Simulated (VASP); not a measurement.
A run of VASP 6.6.1 is set up as follows.

Contents of INCAR:

```
SYSTEM = Ba16O
PREC = Accurate ; ENCUT = 520
EDIFF = 1E-7 ; ISMEAR = -1
SIGMA = 0.1 ; LREAL = Auto
LASPH = .True. ; NELM = 80
ALGO = Normal ; ISIF = 2
LWAVE = .False. ; LCHARG = .False.
GGA = PS ; NBANDS = 97
```

Contents of KPOINTS:

```
regular mesh
0
Gamma
  1 1 1
  0 0 0
```

File POSCAR:

```
Ba16O
1.0
   10.0400000000      0.0000000000      0.0000000000
    0.0000000000     10.0400000000      0.0000000000
    0.0000000000      0.0000000000     10.0400000000
Ba O
16 1
Direct
    0.0518027888     -0.0010059761      0.0221414343
    0.4652589641      0.0260557769     -0.0210059761
    0.0019322709      0.5060856574     -0.0077589641
   -0.0368127490      0.0323804781      0.5077290837
    0.2624800797      0.2786454183      0.2531872510
    0.5328486056      0.5124302789     -0.0032071713
    0.5174003984      0.0020318725      0.5139043825
    0.7364541833      0.2579282869      0.2467330677
   -0.0214840637      0.4625597610      0.4760159363
    0.2919820717      0.7133665339      0.2820617530
    0.2275697211      0.2516135458      0.7344223108
    0.5067430279      0.4770816733      0.5066832669
    0.7613645418      0.7455278884      0.2849103586
    0.7286055777      0.2545019920      0.7497709163
    0.2356075697      0.7845019920      0.7387549801
    0.7373207171      0.7002390438      0.7167529880
    0.2461254980     -0.0329780876      0.9025199203
```

Potentials or basis: VASP PAW PBE potentials, release 64 (Ba_sv, O).

Command:

```sh
$ cat potpaw_PBE.64/Ba_sv/POTCAR potpaw_PBE.64/O/POTCAR > POTCAR
$ mpirun -np 1 vasp_gam > vasp.out
```

Problem. What does it give for the largest force?

Solution. 0.970 eV/Å.

Problem. Estimate the pressure.

Solution. -1.1 GPa.

Stress tensor (GPa, compression positive):
```
-1.09 -0.06 -0.03
-0.06 -1.19  0.09
-0.03  0.09 -0.90
```

Caveat: the k points lie up to 0.63 Å⁻¹ apart; the PAW data sets were made with another functional, which shifts forces and pressure a little.
